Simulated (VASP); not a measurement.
# Pt (Fm-3m) in VASP: further runs

The runs below take Pt through single point, relaxation of cell and atoms, with LDA.

All numbers are computed with VASP 6.6.1; they aren't measurements. Logs are shortened: lines on timing, memory, paths and dates and some standing lists are left out, and cuts for length are marked.

## (1) The cell of the first run

It takes space group Fm-3m (No. 225, cubic). The conventional cell has a = 3.814 Å, b = 3.814 Å, c = 3.814 Å, α = 90.00°, β = 90.00°, γ = 90.00°. Pt (site symmetry m-3m) has 12 Pt at 2.70 Å within 3.6 Å.

## (2) Single point, LDA (volume scaled by 0.94, source ansatz)

Contents of INCAR:

```
PREC = Accurate ; ENCUT = 520
EDIFF = 1E-6 ; ISMEAR = -1
SIGMA = 0.05 ; LREAL = False
LASPH = True ; NELM = 80
ALGO = Normal ; ISIF = 2
LWAVE = False ; LCHARG = False
NBANDS = 11
```

Contents of KPOINTS:

```
regular mesh
0
Gamma
  17 17 17
```

Contents of POSCAR:

```
Pt
1.0
    0.0000000000      1.9071771235      1.9071771235
    1.9071771235      0.0000000000      1.9071771235
    1.9071771235      1.9071771235      0.0000000000
Pt
1
Direct
    0.0000000000      0.0000000000      0.0000000000
```

Potentials or basis: VASP PAW LDA potentials, release 64 (Pt).

Launch:

```
> cat potpaw_LDA.64/Pt/POTCAR > POTCAR
> mpirun -np 1 vasp_std > vasp.out
```

OUTCAR:

```text
PREC = Accurate
   ENCUT = 520
   EDIFF = 1E-6
   ISMEAR = -1
   LREAL = False
   LASPH = True
   NELM = 80
   ISIF = 2

 ion  position               nearest neighbor table
   1  0.000  0.000  0.000-

  LATTYP: Found a face centered cubic cell.
 ALAT       =     3.8143542470

  Lattice vectors:

 A1 = (   0.0000000000,   1.9071771235,   1.9071771235)
 A2 = (   1.9071771235,   0.0000000000,   1.9071771235)
 A3 = (   1.9071771235,   1.9071771235,   0.0000000000)

Analysis of symmetry for initial positions (statically):
=====================================================================
 Subroutine PRICEL returns:
 Original cell was already a primitive cell.

 Routine SETGRP: Setting up the symmetry group for a
 face centered cubic supercell.

 Subroutine GETGRP returns: Found 48 space group operations
 (whereof 48 operations were pure point group operations)
 out of a pool of 48 trial point group operations.

The static configuration has the point symmetry O_h .

Analysis of symmetry for dynamics (positions and initial velocities):
=====================================================================
 Subroutine PRICEL returns:
 Original cell was already a primitive cell.

 Routine SETGRP: Setting up the symmetry group for a
 face centered cubic supercell.

 Subroutine GETGRP returns: Found 48 space group operations
 (whereof 48 operations were pure point group operations)
 out of a pool of 48 trial point group operations.

The dynamic configuration has the point symmetry O_h .

 Subroutine INISYM returns: Found 48 space group operations
 (whereof 48 operations are pure point group operations),
 and found     1 'primitive' translations

----------------------------------------------------------------------------------------

                                     Primitive cell

  volume of cell :      13.8740

  direct lattice vectors                    reciprocal lattice vectors
     0.000000000  1.907177123  1.907177123    -0.262167574  0.262167574  0.262167574
     1.907177123  0.000000000  1.907177123     0.262167574 -0.262167574  0.262167574
     1.907177123  1.907177123  0.000000000     0.262167574  0.262167574 -0.262167574

  length of vectors
     2.697155754  2.697155754  2.697155754     0.454087559  0.454087559  0.454087559

  position of ions in fractional coordinates (direct lattice)
     0.000000000  0.000000000  0.000000000

  ion indices of the primitive-cell ions
   primitive index   ion index
                 1           1

[... 73 lines left out ...]
   EDIFFG = 0.1E-04   stopping-criterion for IOM
   NSW    =      0    number of steps for IOM
   IBRION =     -1    ionic relax: 0-MD 1-quasi-New 2-CG
   NFREE  =      0    steps in history (QN), initial steepest desc. (CG)
   ISIF   =      2    stress and relaxation
   ISYM   =      2    0-nonsym 1-usesym 2-fastsym
   POTIM  = 0.5000    time-step for ionic-motion
   TEBEG  =    0.0;   TEEND  =   0.0 temperature during run
   PSTRESS=    0.0 pullay stress
   NELECT =      10.0000    total number of electrons
   NUPDOWN=      -1.0000    fix difference up-down
   EMIN   =  10.00;   EMAX   =-10.00  energy-range for DOS
   EFERMI =   0.00;   METHOD = LEGACY
   ISMEAR =    -1;   SIGMA  =   0.05  broadening in eV -4-tet -1-fermi 0-gaus
   EFERMI_NEDOS =   21; number of points for ismear=-14 and -15
   IALGO  =     38    algorithm
   IMIX   =      4    mixing-type and parameters
     AMIX     =   0.40;   BMIX     =  1.00
     AMIX_MAG =   1.60;   BMIX_MAG =  1.00
  volume/ion in A,a.u.               =      13.87        93.63
  Fermi-wavevector in a.u.,A,eV,Ry     =   1.467823  2.773784 29.313827  2.154506
  Thomas-Fermi vector in A             =   2.583395
   LORBIT       =      0    0 simple, 1 ext, 2 COOP (PROOUT), +10 PAW based schemes
   GGA     = CA    functional components
   LHFCALC =     F    Hartree Fock is set to
   AEXX    =    0.0000 exact exchange contribution
   IVDW    =     0    specifies the selected vdW correction
   LEPSILON=     F    determine dielectric tensor
   LRPA    =     F    only Hartree local field effects (RPA)
 non-spin polarized calculation
  energy-cutoff  :      520.00
  volume of cell :       13.87
 maximum number of plane-waves:       383
   NGX =  9   NGY =  9   NGZ =  9

 number of electron      10.0000000 magnetization

 Free energy of the ion-electron system (eV)
  ---------------------------------------------------
  ext. energy  EPLUGINS =         0.00000000
  ---------------------------------------------------
  free energy    TOTEN  =        -7.45178349 eV

  energy without entropy =       -7.43882951  energy(sigma->0) =       -7.44530650

 E-fermi :  12.8459     XC(G=0): -14.1750

 val. band max:       12.8248107403   @ k =   0.4118   0.1765   0.0000
 cond. band min:      12.8474450450   @ k =   0.4118   0.3529   0.0000
 fundamental gap:      0.0226343047
 Fermi energy:        12.8458906428

 k-point     1 :       0.0000    0.0000    0.0000
  band No.  band energies     occupation
      1       1.6266      2.00000
      2       8.4771      2.00000
      3       8.4771      2.00000
      4       8.4771      2.00000
      5      10.9889      2.00000
      6      10.9889      2.00000
      7      27.1744      0.00000
      8      32.5794      0.00000
      9      32.5794      0.00000
     10      32.5794      0.00000
     11      38.3466      0.00000
[... 309 lines left out ...]
 k-point    24 :      -0.1176    0.0588    0.0000
  band No.  band energies     occupation
      1       2.5464      2.00000
      2       8.0538      2.00000
      3       8.8166      2.00000
      4       8.8535      2.00000
      5      10.5995      2.00000
      6      11.0707      2.00000
      7      28.6037      0.00000
      8      29.7941      0.00000
      9      33.1537      0.00000
     10      34.5385      0.00000
     11      39.4369      0.00000

 [... further k-points ...]
[... 5 lines left out ...]
  --------------------------------------------------------------------------------------
  -------------------------------------------------------------------------------------
  Total        2.0288016      2.0288016      2.0288016      0.0000000      0.0000000     -0.0000000
  in kB      234.2864048    234.2864048    234.2864048      0.0000000      0.0000000     -0.0000000
  external PRESSURE =     234.2864048 kB  Pullay stress =       0.0000000 kB

 VOLUME and BASIS-vectors are now :
 -----------------------------------------------------------------------------
  energy-cutoff  :      520.00
  volume of cell :       13.87
      direct lattice vectors                 reciprocal lattice vectors
     0.000000000  1.907177123  1.907177123    -0.262167574  0.262167574  0.262167574
     1.907177123  0.000000000  1.907177123     0.262167574 -0.262167574  0.262167574
     1.907177123  1.907177123  0.000000000     0.262167574  0.262167574 -0.262167574

 POSITION                                       TOTAL-FORCE (eV/Angst)
 -----------------------------------------------------------------------------------
      0.00000      0.00000      0.00000         0.000000      0.000000      0.000000
 -----------------------------------------------------------------------------------
    total drift:                                0.000000      0.000000      0.000000

  FREE ENERGIE OF THE ION-ELECTRON SYSTEM (eV)
  ---------------------------------------------------
  free  energy   TOTEN  =        -7.4517834857 eV

  energy  without entropy=       -7.4388295109  energy(sigma->0) =       -7.44530650
```

OSZICAR:

```text
N       E                     dE             d eps       ncg     rms          rms(c)
DAV:   1     0.395549980970E+02    0.39555E+02   -0.54610E+03  3662   0.858E+02
DAV:   2    -0.727148450906E+01   -0.46826E+02   -0.45141E+02  4127   0.182E+02
DAV:   3    -0.786775057486E+01   -0.59627E+00   -0.59253E+00  4269   0.198E+01
DAV:   4    -0.786999150766E+01   -0.22409E-02   -0.22408E-02  4246   0.141E+00
DAV:   5    -0.787000723054E+01   -0.15723E-04   -0.15722E-04  4292   0.107E-01    0.170E+01
DAV:   6    -0.751171861192E+01    0.35829E+00   -0.70819E-01  4005   0.682E+00    0.884E+00
DAV:   7    -0.745697192756E+01    0.54747E-01   -0.16857E-01  4194   0.319E+00    0.264E+00
DAV:   8    -0.745193152139E+01    0.50404E-02   -0.81814E-03  3963   0.860E-01    0.557E-01
DAV:   9    -0.745177930843E+01    0.15221E-03   -0.10766E-04  4164   0.101E-01    0.124E-02
DAV:  10    -0.745178345227E+01   -0.41438E-05   -0.25754E-06  4391   0.108E-02    0.244E-03
DAV:  11    -0.745178348568E+01   -0.33405E-07   -0.40691E-08  2280   0.189E-03
   1 F= -.74517835E+01 E0= -.74453065E+01  d E =-.129540E-01
```

It took 40 s on 1 thread of Intel Xeon 8259CL, shared host; peak memory 0.14 GiB.

What came out:

* Free energy: -7.4518 eV
* Pressure: 23.4 GPa
* Band gap on the k mesh: zero (band 5 reaches 13.39 eV, above the bottom of band 6 at 10.86 eV)

Caveat: the cell differs from its parent crystal (volume scaled by 0.94, source ansatz); spin-orbit coupling is left out, which moves the levels of the heavy elements.

## (3) Single point, LDA

This run uses another cell than the first one, of 14.76 Å³/atom, 1.064 times its volume.

Contents of INCAR:

```
SYSTEM = Pt
PREC = Accurate
ENCUT = 520
EDIFF = 1E-6
ISMEAR = -1
SIGMA = 0.05
LREAL = .False.
LASPH = .True.
NELM = 60
ALGO = Normal
ISIF = 2
LWAVE = .False.
LCHARG = .True.
LELF = .True.
LVHAR = .True.
NBANDS = 11
```

Contents of KPOINTS:

```
regular mesh
0
Gamma
  17 17 17
  0 0 0
```

Contents of POSCAR:

```
Pt
1.0
    0.0000000000      1.9469213646      1.9469213646
    1.9469213646      0.0000000000      1.9469213646
    1.9469213646      1.9469213646      0.0000000000
Pt
1
Direct
    0.0000000000      0.0000000000      0.0000000000
```

Potentials or basis: VASP PAW LDA potentials, release 64 (Pt).

Launch:

```
> cat potpaw_LDA.64/Pt/POTCAR > POTCAR
> mpirun -np 1 vasp_std > vasp.out
```

Run time: 43 s. Hardware: 1 thread of Intel Xeon 8259CL, shared host; peak memory 0.14 GiB.

Results (log left out):

```
Free energy            : -7.5155 eV
Pressure               : 0.8 GPa
Band gap on the k mesh : zero (band 5 reaches 12.04 eV, above the bottom of band 6 at 9.78 eV)
```

Levels at points of the mesh, in eV from the Fermi level:
```csv
k point,band 1,band 2,band 3,band 4,band 5,band 6,band 7,band 8,band 9,band 10
"(0.00, 0.00, 0.00)",-10.49,-3.95,-3.95,-3.95,-1.68,-1.68,14.56,19.60,19.60,19.60
```

Caveat: spin-orbit coupling is left out, which moves the levels of the heavy elements.

## (4) Single point, LDA

This run uses another cell than the first one, of 14.76 Å³/atom, 1.064 times its volume.

Contents of INCAR:

```
SYSTEM = Pt
PREC     = Accurate       ! precision mode
ENCUT    = 520            ! plane-wave cutoff, eV
EDIFF    = 1E-7           ! SCF threshold, eV
ISMEAR   = -1             ! smearing method
SIGMA    = 0.05           ! smearing width, eV
LREAL    = .False.        ! projectors in reciprocal space
LASPH    = .True.         ! aspherical terms in the spheres
NELM     = 100            ! most SCF steps
ALGO     = Normal         ! electronic algorithm
ISIF     = 2              ! what is computed and relaxed
LWAVE    = .False.        ! write WAVECAR
LCHARG   = .True.         ! write CHGCAR
GGA      = CA             ! functional
LELF     = .True.         ! ELF
LVHAR    = .True.       
NBANDS   = 11             ! bands
```

KPOINTS is that of step 3.

POSCAR is that of step 3.

Launch:

```
> cat potpaw_LDA.64/Pt/POTCAR > POTCAR
> mpirun -np 1 vasp_std > vasp.out
```

Wall time 39 s (1 thread of Intel Xeon 8259CL, shared host); peak memory 0.14 GiB.

It converged, with:

| Item | Value |
| --- | --- |
| Free energy | -7.5155 eV |
| Pressure | 0.8 GPa |
| Band gap on the k mesh | zero (band 5 reaches 12.04 eV, above the bottom of band 6 at 9.78 eV) |

Levels at points of the mesh, in eV from the Fermi level:
| k point | band 2 | band 3 | band 4 | band 5 | band 6 | band 7 | band 8 | band 9 |
| --- | --- | --- | --- | --- | --- | --- | --- | --- |
| (0.00, 0.00, 0.00) | -3.95 | -3.95 | -3.95 | -1.68 | -1.68 | 14.56 | 19.60 | 19.60 |

Caveat: spin-orbit coupling is left out, which moves the levels of the heavy elements.

## (5) Single point, LDA

This run uses another cell than the first one, of 14.76 Å³/atom, 1.064 times its volume.

Contents of INCAR:

```
PREC = Accurate
ENCUT = 520
EDIFF = 1E-6
ISMEAR = -1
SIGMA = 0.05
LREAL = F
LASPH = T
NELM = 80
ALGO = Normal
ISIF = 2
LWAVE = F
LCHARG = F
GGA = CA
NBANDS = 11
```

Contents of KPOINTS:

```
regular mesh
0
Gamma
  17 17 17
```

POSCAR is that of step 4.

Potentials or basis: VASP PAW LDA potentials, release 64 (Pt).

Launch:

```
> cat potpaw_LDA.64/Pt/POTCAR > POTCAR
> mpirun -np 1 vasp_std > vasp.out
```

OUTCAR:

```text
PREC = Accurate
   ENCUT = 520
   EDIFF = 1E-6
   ISMEAR = -1
   LREAL = F
   LASPH = T
   NELM = 80
   ISIF = 2
   GGA = CA

 ion  position               nearest neighbor table
   1  0.000  0.000  0.000-

  LATTYP: Found a face centered cubic cell.
 ALAT       =     3.8938427292

  Lattice vectors:

 A1 = (   0.0000000000,   1.9469213646,   1.9469213646)
 A2 = (   1.9469213646,   0.0000000000,   1.9469213646)
 A3 = (   1.9469213646,   1.9469213646,   0.0000000000)

Analysis of symmetry for initial positions (statically):
[... 503 lines left out ...]
      3       7.9223      2.00000
      4       7.9550      2.00000
      5       9.5409      2.00000
      6       9.9620      2.00000
      7      27.3966      0.00000
      8      28.3754      0.00000
      9      31.5831      0.00000
     10      32.9841      0.00000
     11      37.2033      0.00000

 [... further k-points ...]
[... 5 lines left out ...]
  --------------------------------------------------------------------------------------
  -------------------------------------------------------------------------------------
  Total        0.0703393      0.0703393      0.0703393      0.0000000      0.0000000      0.0000000
  in kB        7.6354296      7.6354296      7.6354296      0.0000000      0.0000000      0.0000000
  external PRESSURE =       7.6354296 kB  Pullay stress =       0.0000000 kB

 VOLUME and BASIS-vectors are now :
 -----------------------------------------------------------------------------
  energy-cutoff  :      520.00
  volume of cell :       14.76
      direct lattice vectors                 reciprocal lattice vectors
     0.000000000  1.946921365  1.946921365    -0.256815714  0.256815714  0.256815714
     1.946921365  0.000000000  1.946921365     0.256815714 -0.256815714  0.256815714
     1.946921365  1.946921365  0.000000000     0.256815714  0.256815714 -0.256815714

 POSITION                                       TOTAL-FORCE (eV/Angst)
 -----------------------------------------------------------------------------------
      0.00000      0.00000      0.00000         0.000000      0.000000      0.000000
 -----------------------------------------------------------------------------------
    total drift:                                0.000000      0.000000      0.000000

  FREE ENERGIE OF THE ION-ELECTRON SYSTEM (eV)
  ---------------------------------------------------
  free  energy   TOTEN  =        -7.5155070944 eV

  energy  without entropy=       -7.5011839135  energy(sigma->0) =       -7.50834550
```

Wall time 34 s (1 thread of Intel Xeon 8259CL, shared host); peak memory 0.14 GiB.

What came out:

| Item | Value |
| --- | --- |
| Free energy | -7.5155 eV |
| Pressure | 0.8 GPa |
| Band gap on the k mesh | zero (band 5 reaches 12.04 eV, above the bottom of band 6 at 9.78 eV) |

Caveat: spin-orbit coupling is left out, which moves the levels of the heavy elements.

## (6) Single point, LDA

This run uses another cell than the first one, of 14.76 Å³/atom, 1.064 times its volume.

Contents of INCAR:

```
PREC = Accurate
ENCUT = 520
EDIFF = 1E-6
ISMEAR = 1
SIGMA = 0.15
LREAL = F
LASPH = T
NELM = 100
ALGO = Normal
ISIF = 2
LWAVE = F
LCHARG = F
NBANDS = 11
```

Contents of KPOINTS:

```
Automatic mesh
0
Gamma
  17 17 17
```

POSCAR is that of step 5.

Potentials or basis: VASP PAW LDA potentials, release 64 (Pt).

Launch:

```
> cat potpaw_LDA.64/Pt/POTCAR > POTCAR
> mpirun -np 1 vasp_std > vasp.out
```

Run time: 37 s. Hardware: 1 thread of Intel Xeon 8259CL, shared host; peak memory 0.14 GiB.

Results (log left out):

```
Free energy            : -7.5086 eV
Pressure               : 0.6 GPa
Band gap on the k mesh : zero (band 5 reaches 12.04 eV, above the bottom of band 6 at 9.78 eV)
```

Levels at points of the mesh, in eV from the Fermi level:
| k point | band 3 | band 4 | band 5 | band 6 | band 7 | band 8 |
| --- | --- | --- | --- | --- | --- | --- |
| (0.00, 0.00, 0.00) | -3.94 | -3.94 | -1.67 | -1.67 | 14.57 | 19.61 |

Caveat: spin-orbit coupling is left out, which moves the levels of the heavy elements.

## (7) Relaxation of cell and atoms, LDA

This run uses another cell than the first one, of 15.09 Å³/atom, 1.088 times its volume.

Contents of INCAR:

```
SYSTEM = Pt
PREC = Accurate
ENCUT = 600
EDIFF = 1E-6
ISMEAR = -1
SIGMA = 0.05
LREAL = .FALSE.
LASPH = .TRUE.
NELM = 60
ALGO = Normal
ISIF = 3
LWAVE = .FALSE.
LCHARG = .FALSE.
GGA = CA
IBRION = 2
NSW = 60
EDIFFG = -0.005
```

Contents of KPOINTS:

```
regular mesh
0
G
  17 17 17
  0 0 0
```

Contents of POSCAR:

```
Pt
1.0
    0.0000000000      1.9613408845      1.9613408845
    1.9613408845      0.0000000000      1.9613408845
    1.9613408845      1.9613408845      0.0000000000
Pt
1
Direct
    0.0000000000      0.0000000000      0.0000000000
```

Launch:

```
> cat potpaw_LDA.64/Pt/POTCAR > POTCAR
> mpirun -np 1 vasp_std > vasp.out
```

Wall time 95 s (1 thread of Intel Xeon 8259CL, shared host); peak memory 0.17 GiB.

Results (log left out):

```
Free energy                            : -7.5158 eV
Relaxed volume                         : 14.80 Å³/atom
Relaxed cell                           : a = 2.756 Å, b = 2.756 Å, c = 2.756 Å, α = 60.00°, β = 60.00°, γ = 60.00°
Space group after relaxing (to 0.05 Å) : Fm-3m (No. 225)
Energy gained by relaxing              : 5.2 meV/atom
Ionic steps                            : 4
Pressure after relaxing                : 0.0 GPa
Band gap on the k mesh                 : zero (band 5 reaches 11.98 eV, above the bottom of band 6 at 9.73 eV)
```

Step by step:
```tsv
step	energy change (eV)	largest force (eV/Å)	pressure (GPa)	volume (Å³)
1	0.0000	0.0000	-5.62	15.09
2	0.0461	0.0000	20.88	13.96
3	-0.0052	0.0000	-0.14	14.81
4	-0.0052	0.0000	-0.01	14.80
```

Final structure:
```cif
data_structure
_symmetry_space_group_name_H-M 'P 1'
_symmetry_Int_Tables_number 1
_cell_length_a 2.7560
_cell_length_b 2.7560
_cell_length_c 2.7560
_cell_angle_alpha 60.000
_cell_angle_beta 60.000
_cell_angle_gamma 60.000
_cell_volume 14.80
loop_
_atom_site_label
_atom_site_type_symbol
_atom_site_fract_x
_atom_site_fract_y
_atom_site_fract_z
_atom_site_occupancy
Pt1 Pt 0.00000 0.00000 0.00000 1
```

Levels at points of the mesh, in eV from the Fermi level:
| k point | band 3 | band 4 | band 5 | band 6 | band 7 | band 8 |
| --- | --- | --- | --- | --- | --- | --- |
| (0.00, 0.00, 0.00) | -3.93 | -3.93 | -1.67 | -1.67 | 14.57 | 19.60 |

Caveat: spin-orbit coupling is left out, which moves the levels of the heavy elements.

## (8) Summary

| task | cell | cutoff (eV) | smearing | gap on the mesh (eV) | pressure (GPa) |
| --- | --- | --- | --- | --- | --- |
| single point | a = 2.697 Å, angles 60.0°, 1 atom | 520 | fermi-dirac 0.05 eV | none | 23.4 |
| single point | a = 2.753 Å, angles 60.0°, 1 atom | 520 | fermi-dirac 0.05 eV | none | 0.8 |
| single point | a = 2.753 Å, angles 60.0°, 1 atom | 520 | methfessel-paxton 0.15 eV | none | 0.6 |
| relaxation of cell and atoms | relaxed from a = 2.774 Å, angles 60.0°, 1 atom | 600 | fermi-dirac 0.05 eV | none | 0.0 |

Alike in all rows: level LDA; potentials or basis VASP PAW LDA potentials, release 64 (Pt); no spin polarisation; k mesh 17 × 17 × 17.

Caveats: spin-orbit coupling is left out, which moves the levels of the heavy elements.

Absolute energies hang on the potentials; compare differences alone.
